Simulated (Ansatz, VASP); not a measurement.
WS2 in VASP and in Ansatz

```
W S
1.0
     3.14578    0.00000    0.00000
    -1.57289    2.72432    0.00000
     0.00000    0.00000   16.10575
W S
1 2
Direct
  0.33333 0.66667 0.00000
  0.66667 0.33333 0.90758
  0.66667 0.33333 0.09242
```

Change from the starting cell: strain +0.000 along x and y, -0.050 along z, atoms carried along.

Alike in both runs: task single point; functional PBEsol; k mesh 12 × 12 × 2; occupations gaussian, width 0.05 eV; no spin polarisation.

```csv
,VASP,Ansatz
version,VASP 6.6.1,Ansatz 0.2.0
potentials or method,"VASP PAW PBE potentials, release 64 (W_sv, S), cutoff 520 eV","scalar-relativistic, plane waves, PAW"
valence electrons in the cell,26,26
```

VASP gave:

- gap on the k mesh at the Fermi level (eV): 1.45
- least direct gap on the mesh (eV): 1.72
- rms of the force components (eV/Å): 0.846

Task: Estimate Ansatz's values.

Result: gap on the k mesh at the Fermi level (eV): 1.43; least direct gap on the mesh (eV): 1.71; rms of the force components (eV/Å): 0.834.

VASP's potentials were made for PBE, not for PBEsol. Atom by atom the forces differ by 0.012 eV/Å (rms over components).

Spin-orbit coupling is off throughout.
